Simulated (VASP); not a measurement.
# Zr (P6_3/mmc) in VASP: a series of runs, part 2 of 2

VASP 6.6.1. The steps go on from the part before.

## Step 4: Single point, LDA

This run uses another cell than the first one, of 21.80 Å³/atom, 1.131 times its volume.

Input file INCAR:

```
SYSTEM = Zr
PREC     = Accurate       ! precision mode
ENCUT    = 520            ! plane-wave cutoff, eV
EDIFF    = 1E-7           ! SCF threshold, eV
ISMEAR   = -1             ! smearing method
SIGMA    = 0.1            ! smearing width, eV
LREAL    = .False.        ! projectors in reciprocal space
LASPH    = .True.         ! aspherical terms in the spheres
NELM     = 60             ! most SCF steps
ALGO     = Normal         ! electronic algorithm
ISIF     = 2              ! what is computed and relaxed
LWAVE    = .False.        ! write WAVECAR
LCHARG   = .False.        ! write CHGCAR
GGA      = CA             ! functional
NBANDS   = 19             ! bands
```

Input file KPOINTS:

```
regular mesh
0
Gamma
  15 15 8
  0 0 0
```

Input file POSCAR:

```
Zr
1.0
    3.1427911294      0.0000000000      0.0000000000
   -1.5713955647      2.7217369569      0.0000000000
    0.0000000000      0.0000000000      5.0959691562
Zr
2
Direct
    0.3333333333      0.6666666667      0.2500000000
    0.6666666667      0.3333333333      0.7500000000
```

Potentials or basis: VASP PAW LDA potentials, release 64 (Zr_sv).

Run with:

```console
$ cat potpaw_LDA.64/Zr_sv/POTCAR > POTCAR
$ mpirun -np 1 vasp_std > vasp.out
```

OUTCAR:

```text
SYSTEM = Zr
   PREC = Accurate
   ENCUT = 520
   EDIFF = 1E-7
   ISMEAR = -1
   LREAL = .False.
   LASPH = .True.
   NELM = 60
   ISIF = 2
   GGA = CA

 ion  position               nearest neighbor table
   1  0.333  0.667  0.250-   2 3.13   2 3.13   2 3.13   2 3.13   2 3.13   2 3.13
   2  0.667  0.333  0.750-   1 3.13   1 3.13   1 3.13   1 3.13   1 3.13   1 3.13

  LATTYP: Found a hexagonal cell.
 ALAT       =     3.1427911294
 C/A-ratio  =     1.6214787895

  Lattice vectors:

 A1 = (   3.1427911294,   0.0000000000,   0.0000000000)
 A2 = (  -1.5713955647,   2.7217369569,   0.0000000000)
 A3 = (   0.0000000000,   0.0000000000,   5.0959691562)

Analysis of symmetry for initial positions (statically):
=====================================================================
 Subroutine PRICEL returns:
 Original cell was already a primitive cell.

 Routine SETGRP: Setting up the symmetry group for a
 hexagonal supercell.

 Subroutine GETGRP returns: Found 24 space group operations
 (whereof 12 operations were pure point group operations)
 out of a pool of 24 trial point group operations.

The static configuration has the point symmetry D_3d.
 The point group associated with its full space group is D_6h.

Analysis of symmetry for dynamics (positions and initial velocities):
=====================================================================
 Subroutine PRICEL returns:
 Original cell was already a primitive cell.

 Routine SETGRP: Setting up the symmetry group for a
 hexagonal supercell.

 Subroutine GETGRP returns: Found 24 space group operations
 (whereof 12 operations were pure point group operations)
 out of a pool of 24 trial point group operations.

The dynamic configuration has the point symmetry D_3d.
 The point group associated with its full space group is D_6h.

 Subroutine INISYM returns: Found 24 space group operations
 (whereof 12 operations are pure point group operations),
 and found     1 'primitive' translations

----------------------------------------------------------------------------------------

                                     Primitive cell

  volume of cell :      43.5902

  direct lattice vectors                    reciprocal lattice vectors
     3.142791129  0.000000000  0.000000000     0.318188502  0.183706217  0.000000000
    -1.571395565  2.721736957  0.000000000     0.000000000  0.367412434  0.000000000
     0.000000000  0.000000000  5.095969156     0.000000000  0.000000000  0.196233527

  length of vectors
     3.142791129  3.142791129  5.095969156     0.367412434  0.367412434  0.196233527

  position of ions in fractional coordinates (direct lattice)
     0.333333333  0.666666667  0.250000000
     0.666666667  0.333333333  0.750000000

  ion indices of the primitive-cell ions
   primitive index   ion index
                 1           1
                 2           2

----------------------------------------------------------------------------------------

 KPOINTS: regular mesh

Automatic generation of k-mesh.
 Grid dimensions read from file:
 generate k-points for:   15   15    8

 Generating k-lattice:

  Cartesian coordinates                     Fractional coordinates (reciprocal lattice)
     0.021212567  0.012247081  0.000000000     0.066666667  0.000000000  0.000000000
     0.000000000  0.024494162  0.000000000     0.000000000  0.066666667  0.000000000
     0.000000000  0.000000000  0.024529191     0.000000000  0.000000000  0.125000000

  Length of vectors
     0.024494162  0.024494162  0.024529191

  Shift w.r.t. Gamma in fractional coordinates (k-lattice)
     0.000000000  0.000000000  0.000000000

 Subroutine IBZKPT returns following result:
 ===========================================

 Found    135 irreducible k-points:

 Following reciprocal coordinates:
            Coordinates               Weight
  0.000000  0.000000  0.000000      1.000000
  0.066667  0.000000  0.000000      6.000000
  0.133333  0.000000  0.000000      6.000000
  0.200000  0.000000  0.000000      6.000000
  0.266667  0.000000  0.000000      6.000000
  0.333333  0.000000  0.000000      6.000000
[... 16 lines left out ...]
  0.333333  0.200000  0.000000     12.000000
  0.400000  0.200000  0.000000      6.000000
 [... further k-points ...]
   k-points           NKPTS =    135   k-points in BZ     NKDIM =    135   number of bands    NBANDS=     19
   number of dos      NEDOS =    301   number of ions     NIONS =      2
   total plane-waves  NPLWV =  23040
   dimension x,y,z NGX =    24 NGY =   24 NGZ =   40
   dimension x,y,z NGXF=    48 NGYF=   48 NGZF=   80
   ions per type =               2
   NGX,Y,Z   is equivalent  to a cutoff of  12.70, 12.70, 13.05 a.u.
   NGXF,Y,Z  is equivalent  to a cutoff of  25.39, 25.39, 26.10 a.u.
 SYSTEM =  Zr
   PREC   = accura    normal or accurate (medium, high low for compatibility)
   ISTART =      0    job   : 0-new  1-cont  2-samecut
   ICHARG =      2    charge: 1-file 2-atom 10-const
   ISPIN  =      1    spin polarized calculation?
   LNONCOLLINEAR =      F non collinear calculations
   LSORBIT =      F    spin-orbit coupling
   LASPH  =      T    aspherical Exc in radial PAW
   ENCUT  =  520.0 eV  38.22 Ry    6.18 a.u.   5.84  5.84  9.48*2*pi/ulx,y,z
   NELM   =     60;   NELMIN=  2; NELMDL= -5     # of ELM steps
   EDIFF  = 0.1E-06   stopping-criterion for ELM
   LREAL  =      F    real-space projection
   EDIFFG = 0.1E-05   stopping-criterion for IOM
   NSW    =      0    number of steps for IOM
   IBRION =     -1    ionic relax: 0-MD 1-quasi-New 2-CG
   NFREE  =      0    steps in history (QN), initial steepest desc. (CG)
   ISIF   =      2    stress and relaxation
   ISYM   =      2    0-nonsym 1-usesym 2-fastsym
   POTIM  = 0.5000    time-step for ionic-motion
   TEBEG  =    0.0;   TEEND  =   0.0 temperature during run
   PSTRESS=    0.0 pullay stress
   NELECT =      24.0000    total number of electrons
   NUPDOWN=      -1.0000    fix difference up-down
   EMIN   =  10.00;   EMAX   =-10.00  energy-range for DOS
   EFERMI =   0.00;   METHOD = LEGACY
   ISMEAR =    -1;   SIGMA  =   0.10  broadening in eV -4-tet -1-fermi 0-gaus
   EFERMI_NEDOS =   21; number of points for ismear=-14 and -15
   IALGO  =     38    algorithm
   IMIX   =      4    mixing-type and parameters
     AMIX     =   0.40;   BMIX     =  1.00
     AMIX_MAG =   1.60;   BMIX_MAG =  1.00
  volume/ion in A,a.u.               =      21.80       147.08
  Fermi-wavevector in a.u.,A,eV,Ry     =   1.341783  2.535603 24.495695  1.800383
  Thomas-Fermi vector in A             =   2.469990
   LORBIT       =      0    0 simple, 1 ext, 2 COOP (PROOUT), +10 PAW based schemes
   GGA     = CA    functional components
   LHFCALC =     F    Hartree Fock is set to
   AEXX    =    0.0000 exact exchange contribution
   IVDW    =     0    specifies the selected vdW correction
   LEPSILON=     F    determine dielectric tensor
   LRPA    =     F    only Hartree local field effects (RPA)
 non-spin polarized calculation
  energy-cutoff  :      520.00
  volume of cell :       43.59
 maximum number of plane-waves:      1189
 NGX is ok and might be reduce to    24
   NGX = 11   NGY = 11   NGZ = 19

 number of electron      23.9999999 magnetization

 Free energy of the ion-electron system (eV)
  ---------------------------------------------------
  ext. energy  EPLUGINS =         0.00000000
  ---------------------------------------------------
  free energy    TOTEN  =       -18.61871629 eV

  energy without entropy =      -18.54962265  energy(sigma->0) =      -18.58416947

 E-fermi :   9.5133     XC(G=0): -11.5974

 val. band max:        9.5114055090   @ k =   0.0000   0.0000   0.5000
 cond. band min:       9.5241544943   @ k =   0.4667   0.0667   0.0000
 fundamental gap:      0.0127489853
 Fermi energy:         9.5132922810

 k-point     1 :       0.0000    0.0000    0.0000
  band No.  band energies     occupation
      1     -38.8872      2.00000
      2     -38.6927      2.00000
      3     -17.6660      2.00000
      4     -16.5860      2.00000
      5     -16.5860      2.00000
      6     -16.4469      2.00000
[... 11 lines left out ...]
     18      11.9021      0.00000
     19      14.3036      0.00000

 k-point     2 :       0.0667    0.0000    0.0000
  band No.  band energies     occupation
      1     -38.8802      2.00000
      2     -38.6893      2.00000
      3     -17.6490      2.00000
      4     -16.6267      2.00000
      5     -16.5989      2.00000
      6     -16.4682      2.00000
[... 476 lines left out ...]
 k-point    24 :       0.4000    0.2000    0.0000
  band No.  band energies     occupation
      1     -38.6784      2.00000
      2     -38.6390      2.00000
      3     -17.4099      2.00000
      4     -17.2129      2.00000
      5     -17.0445      2.00000
      6     -17.0296      2.00000
[... 11 lines left out ...]
     18      14.6255      0.00000
     19      16.5827      0.00000

 [... further k-points ...]
[... 5 lines left out ...]
  --------------------------------------------------------------------------------------
  -------------------------------------------------------------------------------------
  Total        0.0103460      0.0103460      0.0279914      0.0000000     -0.0000000      0.0000000
  in kB        0.3802720      0.3802720      1.0288358      0.0000000     -0.0000000      0.0000000
  external PRESSURE =       0.5964599 kB  Pullay stress =       0.0000000 kB

 VOLUME and BASIS-vectors are now :
 -----------------------------------------------------------------------------
  energy-cutoff  :      520.00
  volume of cell :       43.59
      direct lattice vectors                 reciprocal lattice vectors
     3.142791129  0.000000000  0.000000000     0.318188502  0.183706217  0.000000000
    -1.571395565  2.721736957  0.000000000     0.000000000  0.367412434  0.000000000
     0.000000000  0.000000000  5.095969156     0.000000000  0.000000000  0.196233527

 POSITION                                       TOTAL-FORCE (eV/Angst)
 -----------------------------------------------------------------------------------
     -0.00000      1.81449      1.27399         0.000000     -0.000000      0.000000
      1.57140      0.90725      3.82198        -0.000000      0.000000      0.000000
 -----------------------------------------------------------------------------------
    total drift:                                0.000000     -0.000000      0.000000

  FREE ENERGIE OF THE ION-ELECTRON SYSTEM (eV)
  ---------------------------------------------------
  free  energy   TOTEN  =       -18.6187162942 eV

  energy  without entropy=      -18.5496226459  energy(sigma->0) =      -18.58416947
```

It took 27 s on 1 thread of Intel Xeon 6975P-C (Granite Rapids), shared host; peak memory 0.2 GiB.

Results:

| Property | Result |
| --- | --- |
| Free energy | -18.6187 eV |
| Pressure | 0.1 GPa |
| Band gap on the k mesh | zero (band 12 reaches 10.55 eV, above the bottom of band 13 at 9.20 eV) |

Levels at points of the mesh, in eV from the Fermi level:
```tsv
k point	band 8	band 9	band 10	band 11	band 12	band 13	band 14	band 15	band 16	band 17
(0.00, 0.00, 0.00)	-25.94	-5.70	-3.18	0.88	0.90	0.90	1.42	1.62	1.62	2.39
(0.00, 0.00, 0.50)	-26.02	-3.95	-3.95	0.00	0.00	0.83	0.83	0.83	0.83	4.25
```

## Step 5: Summary

| cell | gap on the mesh (eV) | pressure (GPa) |
| --- | --- | --- |
| a = 2.987, b = 2.987, c = 4.986 Å, angles 90.0, 90.0, 120.0°, 2 atoms | none | 15.1 |
| a = 2.988, b = 2.988, c = 4.986 Å, angles 90.0, 90.0, 120.0°, 2 atoms | none | 15.1 |
| a = 3.143, b = 3.143, c = 5.096 Å, angles 90.0, 90.0, 120.0°, 2 atoms | none | 0.1 |

Alike in all rows: task single point; level LDA; potentials or basis VASP PAW LDA potentials, release 64 (Zr_sv); no spin polarisation; k mesh 15 × 15 × 8; cutoff (eV) 520; smearing fermi-dirac 0.1 eV.

Absolute energies hang on the potentials; compare differences alone.
